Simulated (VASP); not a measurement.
Runs of VASP 6.6.1 on Hf. The structure is that of space group Fd-3m (No. 227), or close to it. The cells are those of the table. 

```csv
level,cell,k mesh,grid for exact exchange (PRECFOCK),screening parameter,gap on the mesh (eV),pressure (GPa)
PBE,"a = 4.632 Å, angles 60.0°, 2 atoms",9 × 9 × 9,-,-,none,-0.2
PBE,"a = 4.632 Å, angles 60.0°, 2 atoms",14 × 14 × 14,-,-,none,-0.2
PBE,"a = 4.693 Å, angles 60.0°, 2 atoms",9 × 9 × 9,-,-,none,(a)
HSE06,"a = 4.632 Å, angles 60.0°, 2 atoms",4 × 4 × 4,Normal,0.2079 1/Å,none,-0.3
PBE,"a = 4.505 Å, angles 60.0°, 2 atoms",9 × 9 × 9,-,-,none,2.3
```

Alike in all rows: task single point; potentials or basis VASP PAW PBE potentials, release 64 (Hf_pv); no spin polarisation; cutoff (eV) 520; smearing fermi-dirac 0.1 eV.

Estimate the missing entries.

(a) -1.3.

Caveats: some runs use coarse meshes; spin-orbit coupling is left out, which moves the levels of the heavy elements; the PAW data sets were made with another functional, which shifts forces and pressure a little (some runs).

A k mesh can miss the band edges, and the runs leave out spin-orbit coupling on Hf.

A gap of «none» marks levels without a gap at the run's occupations.
